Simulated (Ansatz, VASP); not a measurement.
## Two plane-wave programs on Cu

The input INCAR:

```
SYSTEM = Cu
ALGO = Normal
EDIFF = 1E-6
ENCUT = 520
GGA = PS
ISIF = 2
ISMEAR = 0
LASPH = .TRUE.
LCHARG = .FALSE.
LREAL = .FALSE.
LWAVE = .FALSE.
NBANDS = 12
NELM = 80
PREC = Accurate
SIGMA = 0.1
```

The input KPOINTS:

```
k-points
0
G
  20 20 20
  0 0 0
```

Contents of POSCAR:

```
Cu
1.0
    0.0000000000      1.7636879826      1.7636879826
    1.7636879826      0.0000000000      1.7636879826
    1.7636879826      1.7636879826      0.0000000000
Cu
1
Direct
    0.0000000000      0.0000000000      0.0000000000
```

Input for Ansatz:

```yaml
crystal:
  lattice:
    - [0.0, 1.7636879826, 1.7636879826]
    - [1.7636879826, 0.0, 1.7636879826]
    - [1.7636879826, 1.7636879826, 0.0]
  atoms:
    - { symbol: Cu, position: [0.0, 0.0, 0.0] }
basis:
  ecutwfc: 420
kpoints:
  mp_grid: { grid: [20, 20, 20] }
hamiltonian:
  xc: pbesol
scf:
  occupations: { method: gaussian, width: 0.1 }
output:
  forces: true
  stress: true
  eigenvalues: true
```

Alike in both runs: task single point; functional PBEsol; k mesh 20 × 20 × 20; occupations gaussian, width 0.1 eV; no spin polarisation.

|  | VASP | Ansatz |
| --- | --- | --- |
| version | VASP 6.6.1 | Ansatz 0.2.0 |
| potentials or method | VASP PAW PBE potentials, release 64 (Cu), cutoff 520 eV | scalar-relativistic, plane waves, PAW |
| valence electrons in the cell | 11 | 19 |

|  | VASP | Ansatz | Ansatz less VASP |
| --- | --- | --- | --- |
| gap on the k mesh at the Fermi level (eV) | none | none | - |
| pressure (GPa) | 6.3 | 5.6 | -0.73 |

VASP's potentials were made for PBE, not for PBEsol. A gap of «none» marks a metal or a gap that the smearing closes. The functional is the same, so the differences come from potentials, cutoffs and numerics. VASP's potentials hold 11 valence electrons a cell and Ansatz's 19, so a difference there can come from the potentials and not from the codes.
